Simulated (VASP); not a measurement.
# Al (Im-3m) in VASP: further runs

The runs below take Al through single point, with HF, PBE-based screened hybrid, PBEsol-based screened hybrid.

All numbers are computed with VASP 6.6.1; they aren't measurements. Logs are shortened: lines on timing, memory, paths and dates and some standing lists are left out, and cuts for length are marked.

## Step 1: The cell of the first run

The structure is cubic, space group Im-3m (No. 229). Conventional cell: a = 3.315 Å, b = 3.315 Å, c = 3.315 Å, α = 90.00°, β = 90.00°, γ = 90.00°. Al (site symmetry m-3m) has 14 Al at 2.87 to 3.32 Å within 3.8 Å.

## Step 2: Single point, HF

POSCAR

```
Al
1.0
   -1.6576684834      1.6576684834      1.6576684834
    1.6576684834     -1.6576684834      1.6576684834
    1.6576684834      1.6576684834     -1.6576684834
Al
1
Direct
    0.0000000000      0.0000000000      0.0000000000
```

INCAR.step1

```
SYSTEM = Al
PREC = Accurate
ENCUT = 520
EDIFF = 1E-5
ISMEAR = -1
SIGMA = 0.05
LREAL = .False.
LASPH = .True.
NELM = 60
ALGO = Normal
ISIF = 2
LWAVE = .True.
GGA = PE
NBANDS = 8
```

INCAR.step2

```
SYSTEM = Al
PREC = Accurate
ENCUT = 520
EDIFF = 1E-6
ISMEAR = -1
SIGMA = 0.05
LREAL = .False.
LASPH = .True.
NELM = 60
ALGO = Normal
ISIF = 2
LWAVE = .False.
LCHARG = .True.
GGA = PE
LHFCALC = .True.
AEXX = 1.0
ALDAC = 0.0
AGGAC = 0.0
PRECFOCK = Normal
LELF = .True.
LVHAR = .True.
ISTART = 1
NBANDS = 8
```

KPOINTS

```
regular mesh
0
Gamma
  6 6 6
  0 0 0
```

Potentials or basis: VASP PAW PBE potentials, release 64 (Al).

On the command line:

```bash
> cat potpaw_PBE.64/Al/POTCAR > POTCAR
> cp INCAR.step1 INCAR
> mpirun -np 1 vasp_std > vasp.out
> cp INCAR.step2 INCAR
> mpirun -np 1 vasp_std > vasp.out
```

OUTCAR:

```text
SYSTEM = Al
   PREC = Accurate
   ENCUT = 520
   EDIFF = 1E-6
   ISMEAR = -1
   LREAL = .False.
   LASPH = .True.
   NELM = 60
   ISIF = 2
   GGA = PE
   LHFCALC = .True.
   AEXX = 1.0
   PRECFOCK = Normal
   ISTART = 1

 ion  position               nearest neighbor table
   1  0.000  0.000  0.000-

  LATTYP: Found a body centered cubic cell.
 ALAT       =     3.3153369668

  Lattice vectors:

 A1 = (  -1.6576684834,   1.6576684834,   1.6576684834)
 A2 = (   1.6576684834,  -1.6576684834,   1.6576684834)
 A3 = (   1.6576684834,   1.6576684834,  -1.6576684834)

Analysis of symmetry for initial positions (statically):
=====================================================================
 Subroutine PRICEL returns:
 Original cell was already a primitive cell.

 Routine SETGRP: Setting up the symmetry group for a
 body centered cubic supercell.

 Subroutine GETGRP returns: Found 48 space group operations
 (whereof 48 operations were pure point group operations)
 out of a pool of 48 trial point group operations.

The static configuration has the point symmetry O_h .

Analysis of symmetry for dynamics (positions and initial velocities):
=====================================================================
 Subroutine PRICEL returns:
 Original cell was already a primitive cell.

 Routine SETGRP: Setting up the symmetry group for a
 body centered cubic supercell.

 Subroutine GETGRP returns: Found 48 space group operations
 (whereof 48 operations were pure point group operations)
 out of a pool of 48 trial point group operations.

The dynamic configuration has the point symmetry O_h .

 Subroutine INISYM returns: Found 48 space group operations
 (whereof 48 operations are pure point group operations),
 and found     1 'primitive' translations

----------------------------------------------------------------------------------------

                                     Primitive cell

  volume of cell :      18.2202

  direct lattice vectors                    reciprocal lattice vectors
    -1.657668483  1.657668483  1.657668483     0.000000000  0.301628465  0.301628465
     1.657668483 -1.657668483  1.657668483     0.301628465  0.000000000  0.301628465
     1.657668483  1.657668483 -1.657668483     0.301628465  0.301628465  0.000000000

  length of vectors
     2.871166035  2.871166035  2.871166035     0.426567066  0.426567066  0.426567066

  position of ions in fractional coordinates (direct lattice)
     0.000000000  0.000000000  0.000000000

  ion indices of the primitive-cell ions
   primitive index   ion index
                 1           1

----------------------------------------------------------------------------------------

 KPOINTS: regular mesh

Automatic generation of k-mesh.
 Grid dimensions read from file:
 generate k-points for:    6    6    6

 Generating k-lattice:

  Cartesian coordinates                     Fractional coordinates (reciprocal lattice)
     0.000000000  0.050271411  0.050271411     0.166666667  0.000000000  0.000000000
     0.050271411  0.000000000  0.050271411     0.000000000  0.166666667  0.000000000
     0.050271411  0.050271411  0.000000000     0.000000000  0.000000000  0.166666667

  Length of vectors
     0.071094511  0.071094511  0.071094511

  Shift w.r.t. Gamma in fractional coordinates (k-lattice)
     0.000000000  0.000000000  0.000000000

 Subroutine IBZKPT returns following result:
 ===========================================

 Found     16 irreducible k-points:

 Following reciprocal coordinates:
            Coordinates               Weight
  0.000000  0.000000  0.000000      1.000000
  0.166667  0.000000  0.000000     12.000000
  0.333333  0.000000  0.000000     12.000000
  0.500000  0.000000  0.000000      6.000000
  0.166667  0.166667  0.000000     24.000000
  0.333333  0.166667  0.000000     48.000000
  0.333333  0.333333  0.000000      8.000000
  0.166667  0.166667  0.166667      8.000000
  0.333333  0.166667  0.166667     12.000000
 -0.166667  0.166667  0.166667      6.000000
 -0.333333  0.333333  0.166667     24.000000
  0.500000  0.500000  0.166667     12.000000
 -0.333333  0.500000  0.166667     24.000000
 -0.333333  0.333333  0.333333      6.000000
  0.500000  0.500000  0.333333     12.000000
  0.500000  0.500000  0.500000      1.000000
   k-points           NKPTS =     16   k-points in BZ     NKDIM =    216   number of bands    NBANDS=      8
   number of dos      NEDOS =    301   number of ions     NIONS =      1
   total plane-waves  NPLWV =  13824
   dimension x,y,z NGX =    24 NGY =   24 NGZ =   24
   dimension x,y,z NGXF=    48 NGYF=   48 NGZF=   48
   ions per type =               1
   NGX,Y,Z   is equivalent  to a cutoff of  13.90, 13.90, 13.90 a.u.
   NGXF,Y,Z  is equivalent  to a cutoff of  27.79, 27.79, 27.79 a.u.
 SYSTEM =  Al
   PREC   = accura    normal or accurate (medium, high low for compatibility)
   ISTART =      1    job   : 0-new  1-cont  2-samecut
   ICHARG =      0    charge: 1-file 2-atom 10-const
   ISPIN  =      1    spin polarized calculation?
   LNONCOLLINEAR =      F non collinear calculations
   LSORBIT =      F    spin-orbit coupling
   LASPH  =      T    aspherical Exc in radial PAW
   ENCUT  =  520.0 eV  38.22 Ry    6.18 a.u.   5.34  5.34  5.34*2*pi/ulx,y,z
   NELM   =     60;   NELMIN=  2; NELMDL=  0     # of ELM steps
   EDIFF  = 0.1E-05   stopping-criterion for ELM
   LREAL  =      F    real-space projection
   EDIFFG = 0.1E-04   stopping-criterion for IOM
   NSW    =      0    number of steps for IOM
   IBRION =     -1    ionic relax: 0-MD 1-quasi-New 2-CG
   NFREE  =      0    steps in history (QN), initial steepest desc. (CG)
   ISIF   =      2    stress and relaxation
   ISYM   =      3    0-nonsym 1-usesym 2-fastsym
   POTIM  = 0.5000    time-step for ionic-motion
   TEBEG  =    0.0;   TEEND  =   0.0 temperature during run
   PSTRESS=    0.0 pullay stress
   NELECT =       3.0000    total number of electrons
   NUPDOWN=      -1.0000    fix difference up-down
   EMIN   =  10.00;   EMAX   =-10.00  energy-range for DOS
   EFERMI =   0.00;   METHOD = LEGACY
   ISMEAR =    -1;   SIGMA  =   0.05  broadening in eV -4-tet -1-fermi 0-gaus
   EFERMI_NEDOS =   21; number of points for ismear=-14 and -15
   IALGO  =     38    algorithm
   IMIX   =      1    mixing-type and parameters
     AMIX     =   0.40;   BMIX     =  1.00
     AMIX_MAG =   1.60;   BMIX_MAG =  1.00
  volume/ion in A,a.u.               =      18.22       122.96
  Fermi-wavevector in a.u.,A,eV,Ry     =   0.897286  1.695625 10.954353  0.805122
  Thomas-Fermi vector in A             =   2.019851
   LORBIT       =      0    0 simple, 1 ext, 2 COOP (PROOUT), +10 PAW based schemes
   GGA     = PE    functional components
   LHFCALC =     T    Hartree Fock is set to
   PRECFOCK=normal    Normal, Fast or Accurate (Low or Medium for compatibility)
   ENCUT4O =  -1.0   cutoff for four orbital integrals eV
   NKREDX  =     1    reduce k-point grid by
   NKREDY  =     1    reduce k-point grid by
   NKREDZ  =     1    reduce k-point grid by
   AEXX    =    1.0000 exact exchange contribution
   HFSCREEN=    0.0000 screening length (either q_TF or 0.3 A-1)
   HFSCREENC=   0.0000 screening length for correlation (either q_TF or 0.3 A-1)
   ENCUTFOCK=  -1.0 apply spherical cutoff to Coloumb kernel
   IVDW    =     0    specifies the selected vdW correction
   LEPSILON=     F    determine dielectric tensor
   LRPA    =     F    only Hartree local field effects (RPA)
 non-spin polarized calculation
  energy-cutoff  :      520.00
  volume of cell :       18.22
 maximum number of plane-waves:       500
 NGX is ok and might be reduce to    24
  NGX = 18; NGY = 18; NGZ = 18

 number of electron       3.0000000 magnetization

 Free energy of the ion-electron system (eV)
  ---------------------------------------------------
  ext. energy  EPLUGINS =         0.00000000
  ---------------------------------------------------
  free energy    TOTEN  =        -6.88652708 eV

  energy without entropy =       -6.88234075  energy(sigma->0) =       -6.88443392

 E-fermi :   8.8546     XC(G=0):   0.0000

 val. band max:        5.9091239577   @ k =   0.5000   0.5000   0.3333
 cond. band min:       8.9519325826   @ k =  -0.3333   0.5000   0.1667
 fundamental gap:      3.0428086249
 Fermi energy:         8.8546370751

 k-point     1 :       0.0000    0.0000    0.0000
  band No.  band energies     occupation
      1     -10.6051      2.00000
      2      21.0850      0.00000
      3      27.1762      0.00000
      4      27.1762      0.00000
      5      27.1762      0.00000
      6      28.0138      0.00000
      7      28.0138      0.00000
      8      28.0138      0.00000

 k-point     2 :       0.1667    0.0000    0.0000
  band No.  band energies     occupation
      1      -9.4753      2.00000
      2      19.0941      0.00000
      3      21.8856      0.00000
      4      23.9008      0.00000
      5      24.6624      0.00000
      6      25.6935      0.00000
      7      27.4588      0.00000
      8      30.2146      0.00000

 k-point     3 :       0.3333    0.0000    0.0000
  band No.  band energies     occupation
      1      -6.0542      2.00000
      2      10.8253      0.00000
      3      20.3873      0.00000
      4      21.6342      0.00000
      5      22.2645      0.00000
      6      23.4504      0.00000
      7      26.6354      0.00000
      8      32.2533      0.00000

 k-point     4 :       0.5000    0.0000    0.0000
  band No.  band energies     occupation
      1      -0.9236      2.00000
      2       0.9348      2.00000
      3      19.8869      0.00000
      4      20.8646      0.00000
      5      21.4249      0.00000
      6      22.6689      0.00000
      7      26.4750      0.00000
      8      34.8705      0.00000

 k-point     5 :       0.1667    0.1667    0.0000
  band No.  band energies     occupation
      1      -7.1992      2.00000
      2      15.4140      0.00000
      3      16.6498      0.00000
      4      21.0672      0.00000
      5      23.1107      0.00000
      6      26.9980      0.00000
      7      27.7677      0.00000
      8      31.4581      0.00000

 k-point     6 :       0.3333    0.1667    0.0000
  band No.  band energies     occupation
      1      -2.5789      2.00000
      2       5.1070      2.00000
      3      14.1728      0.00000
      4      19.6328      0.00000
      5      22.7082      0.00000
      6      26.3556      0.00000
      7      29.2908      0.00000
      8      31.4742      0.00000

 k-point     7 :       0.3333    0.3333    0.0000
  band No.  band energies     occupation
      1       2.1371      2.00000
      2       4.7150      2.00000
      3       4.7150      2.00000
      4      18.8405      0.00000
      5      23.1302      0.00000
      6      29.3063      0.00000
      7      29.3063      0.00000
      8      30.2122      0.00000

 k-point     8 :       0.1667    0.1667    0.1667
  band No.  band energies     occupation
      1      -3.7499      2.00000
      2      11.9060      0.00000
      3      13.6825      0.00000
      4      13.6825      0.00000
      5      23.3703      0.00000
      6      32.6150      0.00000
      7      32.6150      0.00000
      8      33.1150      0.00000

 k-point     9 :       0.3333    0.1667    0.1667
  band No.  band energies     occupation
      1       1.4338      2.00000
      2       3.4038      2.00000
      3      11.6678      0.00000
      4      12.6921      0.00000
      5      23.4568      0.00000
      6      32.7520      0.00000
      7      32.8591      0.00000
      8      35.8676      0.00000

 k-point    10 :      -0.1667    0.1667    0.1667
  band No.  band energies     occupation
      1      -8.3358      2.00000
      2      18.8837      0.00000
      3      20.2734      0.00000
      4      20.2734      0.00000
      5      22.2214      0.00000
      6      25.1708      0.00000
      7      28.7959      0.00000
      8      30.7982      0.00000

 k-point    11 :      -0.3333    0.3333    0.1667
  band No.  band energies     occupation
      1      -4.8758      2.00000
      2      11.9904      0.00000
      3      17.7226      0.00000
      4      18.0365      0.00000
      5      22.5796      0.00000
      6      25.0962      0.00000
      7      27.4515      0.00000
      8      30.0395      0.00000

 k-point    12 :       0.5000    0.5000    0.1667
  band No.  band energies     occupation
      1       0.3908      2.00000
      2       2.3021      2.00000
      3      16.8397      0.00000
      4      17.2403      0.00000
      5      23.2908      0.00000
      6      26.7215      0.00000
      7      27.0014      0.00000
      8      27.7799      0.00000

 k-point    13 :      -0.3333    0.5000    0.1667
  band No.  band energies     occupation
      1      -0.0858      2.00000
      2       8.9519      0.25000
      3      10.5250      0.00000
      4      20.0749      0.00000
      5      22.1613      0.00000
      6      24.4852      0.00000
      7      26.4276      0.00000
      8      28.6257      0.00000

 k-point    14 :      -0.3333    0.3333    0.3333
  band No.  band energies     occupation
      1      -1.3388      2.00000
      2      14.2583      0.00000
      3      14.9370      0.00000
      4      14.9370      0.00000
      5      16.7167      0.00000
      6      23.9614      0.00000
      7      26.9313      0.00000
      8      33.5335      0.00000

 k-point    15 :       0.5000    0.5000    0.3333
  band No.  band energies     occupation
      1       4.0364      2.00000
      2       5.9091      2.00000
      3      13.9064      0.00000
      4      14.3932      0.00000
      5      19.2641      0.00000
      6      20.4304      0.00000
      7      25.5480      0.00000
      8      33.4593      0.00000

 k-point    16 :       0.5000    0.5000    0.5000
  band No.  band energies     occupation
      1      17.9396      0.00000
      2      18.0439      0.00000
      3      18.0439      0.00000
      4      18.0439      0.00000
      5      19.0199      0.00000
      6      19.0199      0.00000
      7      27.8505      0.00000
      8      41.2076      0.00000

------------------------ aborting loop because EDIFF is reached ----------------------------------------

  FORCE on cell =-STRESS in cart. coord.  units (eV):
  Direction    XX          YY          ZZ          XY          YZ          ZX
  --------------------------------------------------------------------------------------
  -------------------------------------------------------------------------------------
  Total        0.9534200      0.9534200      0.9534200     -0.0000000     -0.0000000     -0.0000000
  in kB       83.8381700     83.8381700     83.8381700     -0.0000000     -0.0000000     -0.0000000
  external PRESSURE =      83.8381700 kB  Pullay stress =       0.0000000 kB

 VOLUME and BASIS-vectors are now :
 -----------------------------------------------------------------------------
  energy-cutoff  :      520.00
  volume of cell :       18.22
      direct lattice vectors                 reciprocal lattice vectors
    -1.657668483  1.657668483  1.657668483     0.000000000  0.301628465  0.301628465
     1.657668483 -1.657668483  1.657668483     0.301628465  0.000000000  0.301628465
     1.657668483  1.657668483 -1.657668483     0.301628465  0.301628465  0.000000000

 POSITION                                       TOTAL-FORCE (eV/Angst)
 -----------------------------------------------------------------------------------
      0.00000      0.00000      0.00000         0.000000     -0.000000      0.000000
 -----------------------------------------------------------------------------------
    total drift:                                0.000000     -0.000000     -0.000000

  FREE ENERGIE OF THE ION-ELECTRON SYSTEM (eV)
  ---------------------------------------------------
  free  energy   TOTEN  =        -6.8865270832 eV

  energy  without entropy=       -6.8823407481  energy(sigma->0) =       -6.88443392
```

Wall time 1.8 min (1 thread of Intel Xeon 6975P-C (Granite Rapids), shared host); peak memory 0.13 GiB.

What came out:

```yaml
Free_energy: -6.8865 eV
Pressure: 8.4 GPa
```

Levels at points of the mesh, in eV from the Fermi level:
| k point | band 1 | band 2 | band 3 | band 4 | band 5 |
| --- | --- | --- | --- | --- | --- |
| (0.00, 0.00, 0.00) | -19.46 | 12.23 | 18.32 | 18.32 | 18.32 |
| (0.50, 0.00, 0.00) | -9.78 | -7.92 | 11.03 | 12.01 | 12.57 |
| (0.50, 0.50, 0.50) | 9.08 | 9.19 | 9.19 | 9.19 | 10.17 |

Caveat: the k points lie up to 0.45 Å⁻¹ apart; the PAW data sets were made with another functional, which shifts forces and pressure a little.

## Step 3: Single point, PBE-based screened hybrid

This run uses another cell than the first one, of 16.83 Å³/atom, 0.924 times its volume.

POSCAR

```
Al
1.0
   -1.6145075457      1.6145075457      1.6145075457
    1.6145075457     -1.6145075457      1.6145075457
    1.6145075457      1.6145075457     -1.6145075457
Al
1
Direct
    0.0000000000      0.0000000000      0.0000000000
```

INCAR.step1

```
PREC     = Accurate       # precision mode
ENCUT    = 520            # plane-wave cutoff, eV
EDIFF    = 1E-5           # SCF threshold, eV
ISMEAR   = -1             # smearing method
SIGMA    = 0.05           # smearing width, eV
LREAL    = F              # projectors in reciprocal space
LASPH    = T              # aspherical terms in the spheres
NELM     = 80             # most SCF steps
ALGO     = Normal         # electronic algorithm
ISIF     = 2              # what is computed and relaxed
LWAVE    = T              # write WAVECAR
NBANDS   = 8              # bands
GGA      = PE             # functional
```

INCAR.step2

```
PREC     = Accurate       # precision mode
ENCUT    = 520            # plane-wave cutoff, eV
EDIFF    = 1E-6           # SCF threshold, eV
ISMEAR   = -1             # smearing method
SIGMA    = 0.05           # smearing width, eV
LREAL    = F              # projectors in reciprocal space
LASPH    = T              # aspherical terms in the spheres
NELM     = 80             # most SCF steps
ALGO     = Normal         # electronic algorithm
ISIF     = 2              # what is computed and relaxed
LWAVE    = F              # write WAVECAR
LCHARG   = T              # write CHGCAR
GGA      = PE             # functional
LHFCALC  = T              # exact exchange
AEXX     = 0.25           # exact-exchange fraction
HFSCREEN = 0.3            # screening, 1/A
PRECFOCK = Normal       
LELF     = T              # ELF
LVHAR    = T            
NBANDS   = 8              # bands
ISTART   = 1
```

KPOINTS

```
Automatic mesh
0
Gamma
  6 6 6
```

Potentials or basis: VASP PAW PBE potentials, release 64 (Al).

On the command line:

```bash
> cat potpaw_PBE.64/Al/POTCAR > POTCAR
> cp INCAR.step1 INCAR
> mpirun -np 1 vasp_std > vasp.out
> cp INCAR.step2 INCAR
> mpirun -np 1 vasp_std > vasp.out
```

Wall time 64 s (1 thread of Intel Xeon Platinum 8259CL at 2.50GHz (Skylake/Cascade Lake), shared host); peak memory 0.23 GiB.

The run converged. Its results:

* Free energy: -3.9710 eV
* Pressure: 0.1 GPa

Levels at points of the mesh, in eV from the Fermi level:
```csv
k point,band 1,band 2,band 3,band 4
"(0.00, 0.00, 0.00)",-12.42,14.03,14.03,14.03
"(0.50, 0.00, 0.00)",-4.82,-4.34,8.61,8.83
"(0.50, 0.50, 0.50)",3.22,3.22,3.22,4.38
```

Caveat: the k points lie up to 0.46 Å⁻¹ apart; the PAW data sets were made with another functional, which shifts forces and pressure a little.

(Part 1 of 2 ends here.)
